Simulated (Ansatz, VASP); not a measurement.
# TiSn in VASP and in Ansatz

POSCAR

```
TiSn
1.0
    0.0000000000      2.8005500000      2.8005500000
    2.8005500000      0.0000000000      2.8005500000
    2.8005500000      2.8005500000      0.0000000000
Ti Sn
1 1
Direct
    0.0000000000      0.0000000000      0.0000000000
    0.5000000000      0.5000000000      0.5000000000
```

INCAR.step1

```
PREC = Accurate ; ENCUT = 520
ISMEAR = -1 ; SIGMA = 0.05
LREAL = False ; LASPH = True
NELM = 60 ; NBANDS = 20
GGA = PE ; ALGO = Normal
EDIFF = 1E-4 ; LWAVE = True
LCHARG = False
```

Contents of INCAR.step2:

```
PREC = Accurate ; ENCUT = 520
EDIFF = 1E-6 ; ISMEAR = -1
SIGMA = 0.05 ; LREAL = False
LASPH = True ; NELM = 60
ALGO = Normal ; ISIF = 2
LWAVE = False ; LCHARG = False
METAGGA = R2SCAN ; LMIXTAU = True
NBANDS = 20 ; ISTART = 1
```

File KPOINTS:

```
regular mesh
0
Gamma
  5 5 5
```

The input input.yaml:

```yaml
crystal:
  lattice:
    - [0.0, 2.80055, 2.80055]
    - [2.80055, 0.0, 2.80055]
    - [2.80055, 2.80055, 0.0]
  atoms:
    - { symbol: Ti, position: [0.0, 0.0, 0.0] }
    - { symbol: Sn, position: [0.5, 0.5, 0.5] }
hamiltonian:
  xc: r2scan
  pseudopotentials: { kind: paw }
kpoints:
  mp_grid: { grid: [5, 5, 5] }
  band_path:
    path:
      - [[0.0, 0.0, 0.0], [0.5, 0.0, 0.5], [0.5, 0.25, 0.75], [0.375, 0.375, 0.75], [0.0, 0.0, 0.0], [0.5, 0.5, 0.5], [0.625, 0.25, 0.625], [0.5, 0.25, 0.75], [0.5, 0.5, 0.5], [0.375, 0.375, 0.75]]
      - [[0.625, 0.25, 0.625], [0.5, 0.0, 0.5]]
    npoints: 14
scf:
  occupations: { method: fermi_dirac, width: 0.05 }
  n_extra_bands: 6
output:
  forces: true
  stress: true
  eigenvalues: true
  fatbands: false
  write_density: true
  write_potential: true
  elf: true
  volumetric_format: npy
```

Alike in both runs: functional r2SCAN; k mesh 5 × 5 × 5; occupations fermi-dirac, width 0.05 eV; no spin polarisation.

|  | VASP | Ansatz |
| --- | --- | --- |
| version | VASP 6.6.1 | Ansatz 0.2.0 |
| potentials or method | VASP PAW PBE potentials, release 64 (Ti_sv, Sn_d) | Ansatz PAW |
| plane-wave cutoff (eV) | 520 | 500 |
| valence electrons in the cell | 26 | 26 |
| task | single point | band structure |

|  | VASP | Ansatz | Ansatz less VASP |
| --- | --- | --- | --- |
| gap on the k mesh at the Fermi level (eV) | none | none | - |
| pressure (GPa) | -0.7 | -0.9 | -0.15 |

VASP's potentials were made for PBE, not for r2SCAN. A gap of «none» marks a metal or a gap that the smearing closes.

The k mesh is coarse, so the values compare programs but aren't converged.
